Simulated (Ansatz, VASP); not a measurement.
# LiPb in VASP and in Ansatz

The input INCAR:

```
ALGO = Normal
EDIFF = 1E-8
ENCUT = 520
GGA = CA
ISIF = 2
ISMEAR = -1
LASPH = T
LCHARG = F
LEFG = T
LREAL = F
LWAVE = F
NBANDS = 16
NELM = 60
PREC = Accurate
SIGMA = 0.03
```

KPOINTS

```
k-points
0
Gamma
  10 10 10
```

File POSCAR:

```
LiPb
1.0
    3.4515600000      0.0000000000      0.0000000000
    0.0000000000      3.4515600000      0.0000000000
    0.0000000000      0.0000000000      3.5220000000
Li Pb
1 1
Direct
    0.5000000000      0.5000000000      0.5000000000
    0.0000000000      0.0000000000      0.0000000000
```

Input for Ansatz:

```yaml
crystal:
  lattice:
    - [3.45156, 0.0, 0.0]
    - [0.0, 3.45156, 0.0]
    - [0.0, 0.0, 3.522]
  atoms:
    - { symbol: Li, position: [0.5, 0.5, 0.5] }
    - { symbol: Pb, position: [0.0, 0.0, 0.0] }
kpoints:
  mp_grid: { grid: [10, 10, 10] }
scf:
  occupations: { method: fermi_dirac, width: 0.03 }
hamiltonian:
  xc: lda
  pseudopotentials: { kind: all_electron, datasets: crystal }
output:
  forces: true
  stress: true
  eigenvalues: true
  efg: { contact_densities: true }
```

Change from the starting cell: equal xx and yy strain of -2 %, crystal datasets.

Alike in both runs: task electric field gradients; functional LDA; k mesh 10 × 10 × 10; occupations fermi-dirac, width 0.03 eV; no spin polarisation.

|  | VASP | Ansatz |
| --- | --- | --- |
| version | VASP 6.6.1 | Ansatz 0.2.0 |
| potentials or method | VASP PAW LDA potentials, release 64 (Li_sv, Pb_d), cutoff 520 eV | all-electron PAW with datasets made for the crystal, scalar-relativistic |

|  | VASP | Ansatz | Ansatz less VASP |
| --- | --- | --- | --- |
| size of Vzz on the site where it differs most (V/Å²) | 8.9 | 9.7 | +0.82 |

LDA's correlation is that of Perdew and Zunger in VASP and of Perdew and Wang (1992) in Ansatz. Ansatz ran all-electron here, and VASP with PAW potentials.

Spin-orbit coupling is off throughout. Noted on VASP's run: the cutoff is short for stress, so the pressure is rough.
